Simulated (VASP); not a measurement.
# SrMg (R-3m) in VASP: further runs, part 2 of 2

VASP 6.6.1.

### 3 Electric field gradients, LDA (equal xy, yz and zx shear strains of +2 %)

Input file INCAR:

```
SYSTEM = SrMg
  PREC = Accurate
  ENCUT = 520
  EDIFF = 1E-8
  ISMEAR = -1
  SIGMA = 0.05
  LREAL = .False.
  LASPH = .True.
  NELM = 100
  ALGO = Normal
  ISIF = 2
  LWAVE = .False.
  LCHARG = .False.
  LEFG = .True.
  NBANDS = 13
```

Input file KPOINTS:

```
Automatic mesh
0
Gamma
  9 9 9
  0 0 0
```

Input file POSCAR:

```
SrMg
1.0
    3.9000000000      0.0390000000      0.0390000000
    0.0390000000      3.9000000000      0.0390000000
    0.0390000000      0.0390000000      3.9000000000
Sr Mg
1 1
Direct
    0.5000000000      0.5000000000      0.5000000000
    0.0000000000      0.0000000000      0.0000000000
```

Potentials or basis: VASP PAW LDA potentials, release 64 (Sr_sv, Mg).

Command:

```sh
$ cat potpaw_LDA.64/Sr_sv/POTCAR potpaw_LDA.64/Mg/POTCAR > POTCAR
$ mpirun -np 1 vasp_std > vasp.out
```

OUTCAR:

```text
SYSTEM = SrMg
   PREC = Accurate
   ENCUT = 520
   EDIFF = 1E-8
   ISMEAR = -1
   LREAL = .False.
   LASPH = .True.
   NELM = 100
   ISIF = 2

 ion  position               nearest neighbor table
   1  0.500  0.500  0.500-   2 3.36   2 3.36   2 3.36   2 3.36   2 3.36   2 3.36   2 3.45   2 3.45

   2  0.000  0.000  0.000-   1 3.36   1 3.36   1 3.36   1 3.36   1 3.36   1 3.36   1 3.45   1 3.45

  LATTYP: Found a trigonal (rhomboedric) cell.
 ALAT       =     3.9003899805
 COS(alpha) =     0.0200959808

  Lattice vectors:

 A1 = (   3.9000000000,   0.0390000000,   0.0390000000)
 A2 = (   0.0390000000,   3.9000000000,   0.0390000000)
 A3 = (   0.0390000000,   0.0390000000,   3.9000000000)

Analysis of symmetry for initial positions (statically):
=====================================================================
 Subroutine PRICEL returns:
 Original cell was already a primitive cell.

 Routine SETGRP: Setting up the symmetry group for a
 trigonal (rhombohedral) supercell.

 Subroutine GETGRP returns: Found 12 space group operations
 (whereof 12 operations were pure point group operations)
[... 574 lines left out ...]
     0.039000000  0.039000000  3.900000000    -0.002539218 -0.002539218  0.256461041

 POSITION                                       TOTAL-FORCE (eV/Angst)
 -----------------------------------------------------------------------------------
      1.98900      1.98900      1.98900        -0.000000     -0.000000      0.000000
      0.00000      0.00000      0.00000         0.000000      0.000000      0.000000
 -----------------------------------------------------------------------------------
    total drift:                                0.000000      0.000000      0.000000

  FREE ENERGIE OF THE ION-ELECTRON SYSTEM (eV)
  ---------------------------------------------------
  free  energy   TOTEN  =        -3.8417630910 eV

  energy  without entropy=       -3.8302009389  energy(sigma->0) =       -3.83598201

 Electric field gradients (V/A^2)
---------------------------------------------------------------------
 ion       V_xx      V_yy      V_zz      V_xy      V_xz      V_yz
---------------------------------------------------------------------
   1       0.000    -0.000     0.000    -0.246    -0.246    -0.246
   2      -0.000    -0.000     0.000    -0.547    -0.547    -0.547
---------------------------------------------------------------------

 Electric field gradients after diagonalization (V/A^2)
 (convention: |V_zz| > |V_xx| > |V_yy|)
----------------------------------------------------------------------
 ion       V_xx      V_yy      V_zz     asymmetry (V_yy - V_xx)/ V_zz
----------------------------------------------------------------------
   1       0.246     0.246    -0.492       0.000
   2       0.547     0.547    -1.093       0.000
----------------------------------------------------------------------

           NMR quadrupolar parameters

 Cq : quadrupolar parameter    Cq=e*Q*V_zz/h
 eta: asymmetry parameters     (V_yy - V_xx)/ V_zz
 Q  : nuclear electric quadrupole moment in mb (millibarn)
----------------------------------------------------------------------
 ion       Cq(MHz)       eta       Q (mb)
----------------------------------------------------------------------
   1      -0.001       0.000       1.000
   2      -0.003       0.000       1.000
----------------------------------------------------------------------
```

OSZICAR:

```text
N       E                     dE             d eps       ncg     rms          rms(c)
DAV:   1     0.457667832584E+02    0.45767E+02   -0.56975E+03  2226   0.774E+02
DAV:   2    -0.910507055942E+00   -0.46677E+02   -0.45282E+02  2779   0.164E+02
DAV:   3    -0.372801798862E+01   -0.28175E+01   -0.27947E+01  3600   0.312E+01
DAV:   4    -0.387360452667E+01   -0.14559E+00   -0.14552E+00  2772   0.490E+00
DAV:   5    -0.387678982392E+01   -0.31853E-02   -0.31851E-02  3214   0.670E-01    0.181E+01
DAV:   6    -0.385360907558E+01    0.23181E-01   -0.16360E-02  2583   0.107E+00    0.102E+01
DAV:   7    -0.384207947247E+01    0.11530E-01   -0.23468E-02  2718   0.128E+00    0.394E-01
DAV:   8    -0.384174221285E+01    0.33726E-03   -0.21531E-03  3561   0.262E-01    0.783E-02
DAV:   9    -0.384175795402E+01   -0.15741E-04   -0.24371E-05  2813   0.352E-02    0.409E-02
DAV:  10    -0.384176301327E+01   -0.50592E-05   -0.96379E-06  3481   0.246E-02    0.356E-02
DAV:  11    -0.384176303752E+01   -0.24256E-07   -0.66533E-07  2650   0.572E-03    0.876E-04
DAV:  12    -0.384176308579E+01   -0.48266E-07   -0.15711E-07  3507   0.132E-03    0.683E-04
DAV:  13    -0.384176309096E+01   -0.51729E-08   -0.74097E-09  2040   0.538E-04
   1 F= -.38417631E+01 E0= -.38359820E+01  d E =-.115622E-01
```

stdout:

```text
POSCAR found type information on POSCAR SrMg
 POSCAR found :  2 types and       2 ions
 scaLAPACK will be used
 LDA part: xc-table for (Slater(with rela. corr.)+CA(PZ))
 , standard interpolation
 POSCAR, INCAR and KPOINTS ok, starting setup
 FFT: planning ... GRIDC
 FFT: planning ... GRID_SOFT
 FFT: planning ... GRID
 WAVECAR not read
 entering main loop
ion   1

ion   2
```

Wall time 59 s (1 thread of Intel Xeon Platinum 8375C at 2.90GHz (Ice Lake), shared host); peak memory 0.2 GiB.

What came out:

* Free energy: -3.8418 eV
* Pressure: 3.3 GPa
* Band gap on the k mesh: zero (band 6 reaches 3.26 eV, above the bottom of band 7 at 1.89 eV)

Electric field gradients, principal values (V/Å²):
| atom | least | middle | greatest (by size) |
| --- | --- | --- | --- |
| 1 Sr | 0.246 | 0.246 | -0.492 |
| 2 Mg | 0.547 | 0.547 | -1.093 |

Caveat: the cell differs from its parent crystal (equal xy, yz and zx shear strains of +2 %); without QUAD_EFG the Cq values of the log hold for a quadrupole moment of 1 mb, not for the nuclei.
